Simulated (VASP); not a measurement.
Write the native input for VASP 6.6.1 that does the following.

```yaml
Task: single point
Functional: PBE
Potentials_or_basis: VASP PAW PBE potentials, release 64 (Zr_sv, Ti_sv, C)
Cutoff: 520 eV
k_mesh: 10 × 10 × 8
Occupations: gaussian, width 0.1 eV
Spin: no spin polarisation
Dipole_correction: no
Further_INCAR_settings: ALGO = Normal; EDIFF = 1e-06; NBANDS = 37
```

The structure of ZrTi3C2 lies in POSCAR:

```
ZrTi3C2
1.0
    4.3222618911      0.0000000000      0.0000000000
    0.0000000000      4.3222618911      0.0000000000
    0.0000000000      0.0000000000      4.4643963959
Zr Ti C
1 3 2
Direct
    0.0000000000      0.0000000000      0.0000000000
    0.0000000000      0.5000000000      0.5000000000
    0.5000000000      0.0000000000      0.5000000000
    0.5000000000      0.5000000000      0.0000000000
    0.0000000000      0.0000000000      0.5000000000
    0.5000000000      0.5000000000      0.5000000000
```

The cell was generated, and may not be a known phase.

One way to write it, as run:

INCAR

```
SYSTEM = ZrTi3C2
ALGO = Normal
EDIFF = 1E-6
ENCUT = 520
GGA = PE
ISIF = 2
ISMEAR = 0
LASPH = .TRUE.
LCHARG = .TRUE.
LELF = .TRUE.
LREAL = .FALSE.
LVHAR = .TRUE.
LWAVE = .FALSE.
NBANDS = 37
NELM = 60
PREC = Accurate
SIGMA = 0.1
```

KPOINTS

```
k-points
0
G
  10 10 8
  0 0 0
```

Potentials or basis: VASP PAW PBE potentials, release 64 (Zr_sv, Ti_sv, C).

The run is started by

```sh
$ cat potpaw_PBE.64/Zr_sv/POTCAR potpaw_PBE.64/Ti_sv/POTCAR potpaw_PBE.64/C/POTCAR > POTCAR
$ mpirun -np 1 vasp_std > vasp.out
```

Results of the run:

```json
{
 "Pressure": "0.2 GPa",
 "Band gap on the k mesh": "zero (bands 28 and 29 overlap by 1.13 eV)"
}
```

It took 6.3 min on 1 thread of Intel Xeon 8259CL, on a shared host, peak memory 0.39 GiB.
